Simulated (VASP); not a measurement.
A run of VASP 6.6.1 is set up as follows.

Contents of POSCAR:

```
Mg33O32
1.0
    8.4288080000      0.0000000000      0.0000000000
    0.0000000000      8.4288080000      0.0000000000
    0.0000000000      0.0000000000      8.4288080000
O Mg
32 33
Direct
    0.2507260000      0.0002570000      0.0005560000
    0.2485440000      0.9942310000      0.5012060000
    0.2485370000      0.5009100000      0.9945230000
    0.2487550000      0.5007610000      0.5010510000
    0.7496620000      0.9998240000      0.0001210000
    0.7492380000      0.0002820000      0.4991040000
    0.7492380000      0.4987960000      0.0005670000
    0.7553060000      0.5009580000      0.5012750000
    0.0007090000      0.2502660000      0.0005500000
    0.9947060000      0.2480790000      0.5012120000
    0.0002760000      0.7492060000      0.0001250000
    0.0007240000      0.7487910000      0.4991030000
    0.5013640000      0.2480810000      0.9945380000
    0.5011580000      0.2483300000      0.5010370000
    0.4992590000      0.7487880000      0.0005680000
    0.5014300000      0.7548360000      0.5012750000
    0.0007110000      0.0002540000      0.2505670000
    0.0002750000      0.9998160000      0.7495170000
    0.9946690000      0.5009100000      0.2483780000
    0.0007260000      0.4987990000      0.7490890000
    0.5013620000      0.9942250000      0.2483890000
    0.4992530000      0.0002780000      0.7490820000
    0.5012340000      0.5007640000      0.2486200000
    0.5014240000      0.5009620000      0.7551460000
    0.2487970000      0.2483520000      0.2486530000
    0.2485780000      0.2481170000      0.7550590000
    0.2485700000      0.7547710000      0.2484110000
    0.2507430000      0.7487980000      0.7490990000
    0.7552210000      0.2481080000      0.2484280000
    0.7492490000      0.2502850000      0.7490850000
    0.7492510000      0.7488030000      0.2505910000
    0.7496680000      0.7492140000      0.7495130000
    0.9997130000      0.9992620000      0.9995600000
    0.9943190000      0.9938600000      0.5003610000
    0.9942950000      0.5000520000      0.9941450000
    0.9983640000      0.5004480000      0.5007500000
    0.5005150000      0.9938500000      0.9941540000
    0.5008970000      0.9979000000      0.5007530000
    0.5009050000      0.5004510000      0.9982100000
    0.5306890000      0.5302060000      0.5305310000
    0.2490390000      0.2485810000      0.9981630000
    0.2194530000      0.2189630000      0.5302580000
    0.2494340000      0.7551720000      0.9941680000
    0.2490570000      0.7511660000      0.5007620000
    0.7556200000      0.2489750000      0.9941870000
    0.7516300000      0.2485980000      0.5007480000
    0.7502320000      0.7497730000      0.9996020000
    0.7556970000      0.7552480000      0.5003810000
    0.2490380000      0.9978620000      0.2488790000
    0.2494310000      0.9938910000      0.7554600000
    0.2193720000      0.5299980000      0.2192290000
    0.2490570000      0.5004520000      0.7514600000
    0.7556200000      0.9938800000      0.2492760000
    0.7502270000      0.9992990000      0.7500770000
    0.7516080000      0.5004580000      0.2489090000
    0.7556970000      0.5000810000      0.7555370000
    0.9983270000      0.2485870000      0.2488850000
    0.9943390000      0.2489720000      0.7554540000
    0.9943290000      0.7551680000      0.2492780000
    0.9997540000      0.7497780000      0.7500770000
    0.5304300000      0.2189440000      0.2192720000
    0.5009150000      0.2486080000      0.7514730000
    0.5009100000      0.7511550000      0.2489100000
    0.5005370000      0.7552380000      0.7555360000
    0.3750860000      0.3747000000      0.3749150000
```

INCAR.step1

```
SYSTEM = Mg33O32
  ALGO = Normal
  EDIFF = 1E-4
  ENCUT = 520
  GGA = PE
  ISMEAR = -1
  ISYM = 0
  LASPH = .True.
  LCHARG = .False.
  LREAL = Auto
  LWAVE = .True.
  NBANDS = 167
  NELECT = 256.0
  NELM = 100
  PREC = Accurate
  SIGMA = 0.05
```

File INCAR.step2:

```
SYSTEM = Mg33O32
  ALGO = Normal
  EDIFF = 1E-6
  ENCUT = 520
  ISIF = 2
  ISMEAR = -1
  ISTART = 1
  ISYM = 0
  LASPH = .True.
  LCHARG = .False.
  LMIXTAU = .True.
  LREAL = Auto
  LWAVE = .False.
  METAGGA = R2SCAN
  NBANDS = 167
  NELECT = 256.0
  NELM = 100
  PREC = Accurate
  SIGMA = 0.05
```

Contents of KPOINTS:

```
Automatic mesh
0
Gamma
  1 1 1
  0.25 0.25 0.25
```

Potentials or basis: VASP PAW PBE potentials, release 64 (O, Mg).

Launch:

```sh
$ cat potpaw_PBE.64/O/POTCAR potpaw_PBE.64/Mg/POTCAR > POTCAR
$ cp INCAR.step1 INCAR
$ mpirun -np 1 vasp_std > vasp.out
$ cp INCAR.step2 INCAR
$ mpirun -np 1 vasp_std > vasp.out
```

**Question.** Estimate the largest force.

**Answer.** 0.092 eV/Å.

Forces on the atoms (eV/Å):
```
O    0.004 -0.012 -0.012
O   -0.011  0.056  0.015
O   -0.011  0.014  0.058
O    0.039 -0.041 -0.041
O    0.004 -0.001 -0.002
O    0.011 -0.011 -0.007
O    0.012 -0.007 -0.010
O   -0.055  0.013  0.012
O   -0.009  0.002 -0.011
O    0.058 -0.011  0.015
O    0.000 -0.002  0.000
O   -0.011  0.010 -0.007
O    0.015 -0.010  0.058
O   -0.040  0.039 -0.042
O   -0.005  0.010 -0.010
O    0.012 -0.055  0.012
O   -0.009 -0.011  0.002
O    0.000 -0.002  0.000
O    0.057  0.014 -0.011
O   -0.011 -0.007  0.011
O    0.014  0.056 -0.011
O   -0.006 -0.011  0.011
O   -0.042 -0.042  0.037
O    0.011  0.013 -0.054
O    0.053  0.054  0.052
O   -0.015 -0.015 -0.059
O   -0.015 -0.060 -0.016
O    0.003  0.010  0.010
O   -0.060 -0.014 -0.015
O    0.011  0.003  0.011
O    0.013  0.010  0.003
O    0.001 -0.001  0.001
Mg   0.002  0.004  0.002
Mg  -0.003 -0.002 -0.001
Mg  -0.002  0.000 -0.002
Mg  -0.038  0.015  0.014
Mg  -0.001 -0.002 -0.002
Mg   0.013 -0.038  0.013
Mg   0.012  0.015 -0.038
Mg   0.016  0.015  0.016
Mg  -0.011 -0.009 -0.037
Mg  -0.021 -0.021  0.025
Mg   0.002  0.004 -0.003
Mg  -0.012  0.034  0.013
Mg   0.003  0.001 -0.005
Mg   0.034 -0.009  0.013
Mg  -0.002  0.002  0.001
Mg   0.001  0.001 -0.002
Mg  -0.011 -0.037 -0.010
Mg   0.002 -0.004  0.004
Mg  -0.020  0.024 -0.020
Mg  -0.012  0.015  0.035
Mg   0.004 -0.004  0.002
Mg  -0.001  0.002  0.000
Mg   0.036  0.014 -0.011
Mg   0.001 -0.001  0.001
Mg  -0.037 -0.010 -0.010
Mg  -0.003  0.002  0.004
Mg  -0.004  0.005  0.002
Mg  -0.001  0.001  0.000
Mg   0.024 -0.020 -0.020
Mg   0.011 -0.010  0.034
Mg   0.012  0.035 -0.011
Mg  -0.003  0.002  0.002
Mg  -0.009 -0.010 -0.008
```

Caveat: the cell carries a net charge on a neutralising background, which shifts energy and pressure; the PAW data sets were made with another functional, which shifts forces and pressure a little.
